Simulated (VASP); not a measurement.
A run of VASP 6.6.1:

The input POSCAR:

```
Na2S
1.0
    0.0000000000      3.1895213700      3.1895213700
    3.1895213700      0.0000000000      3.1895213700
    3.1895213700      3.1895213700      0.0000000000
Na S
2 1
Direct
    0.2500000000      0.2500000000      0.2500000000
    0.7500000000      0.7500000000      0.7500000000
    0.0000000000      0.0000000000      0.0000000000
```

INCAR.step1

```
ALGO = Normal
EDIFF = 1E-5
EDIFFG = -0.01
ENCUT = 500
GGA = PE
GGA_COMPAT = False
IBRION = 2
ISMEAR = -1
LASPH = True
LCHARG = False
LREAL = False
LWAVE = True
NELM = 120
NELMIN = 4
NSW = 100
PREC = Accurate
SIGMA = 0.02
```

INCAR.step2

```
ALGO = Normal
EDIFF = 1E-7
EDIFFG = -0.01
ENCUT = 500
GGA_COMPAT = False
IBRION = 2
ISIF = 2
ISMEAR = -1
ISTART = 1
LASPH = True
LCHARG = False
LMIXTAU = True
LREAL = False
LWAVE = False
METAGGA = R2SCAN
NELM = 120
NELMIN = 4
NSW = 50
PREC = Accurate
SIGMA = 0.02
```

The input KPOINTS:

```
k-points
0
Gamma
  8 8 8
```

Potentials or basis: VASP PAW PBE potentials, release 64 (Na_pv, S).

The run is started by

```console
$ cat potpaw_PBE.64/Na_pv/POTCAR potpaw_PBE.64/S/POTCAR > POTCAR
$ cp INCAR.step1 INCAR
$ mpirun -np 1 vasp_std > vasp.out
$ cp INCAR.step2 INCAR
$ mpirun -np 1 vasp_std > vasp.out
```

Hardware: 1 thread of AMD EPYC 9755 128-Core Processor (shared host).

Q: How long does it take, and how much memory?

A: Run time: 4.3 min on 1 thread of AMD EPYC 9755 128-Core Processor, on a shared host, peak memory 0.17 GiB. Counts: k points 29, ion steps 1.
